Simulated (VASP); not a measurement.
Li, 1 atom in the cell. The structure is cubic, space group Fm-3m (No. 225). The conventional cell has a = 3.901 Å, b = 3.901 Å, c = 3.901 Å, α = 90.00°, β = 90.00°, γ = 90.00°. Li (site symmetry m-3m) has 12 Li at 2.76 Å within 3.6 Å. 

```yaml
Program: VASP 6.6.1
Task: single point
Functional: PBEsol
Potentials_or_basis: VASP PAW PBE potentials, release 64 (Li_sv)
Cutoff: 520 eV
k_mesh: 22 × 22 × 22
Occupations: fermi-dirac, width 0.05 eV
Spin: no spin polarisation
Dipole_correction: no
Further_INCAR_settings: ALGO = Normal; EDIFF = 1e-07; NBANDS = 8
```

Potentials or basis: VASP PAW PBE potentials, release 64 (Li_sv).

The run is started by

```sh
$ cat potpaw_PBE.64/Li_sv/POTCAR > POTCAR
$ mpirun -np 1 vasp_std > vasp.out
```

Hardware: 1 thread of Intel(R) Xeon(R) 6975P-C (Granite Rapids) (shared host).

Problem. How long does it take, and how much memory?

Solution. Wall time 17 s on 1 thread of Intel(R) Xeon(R) 6975P-C (Granite Rapids) (shared host), peak memory 0.14 GiB. Counts: scf iterations 11, k points 328.
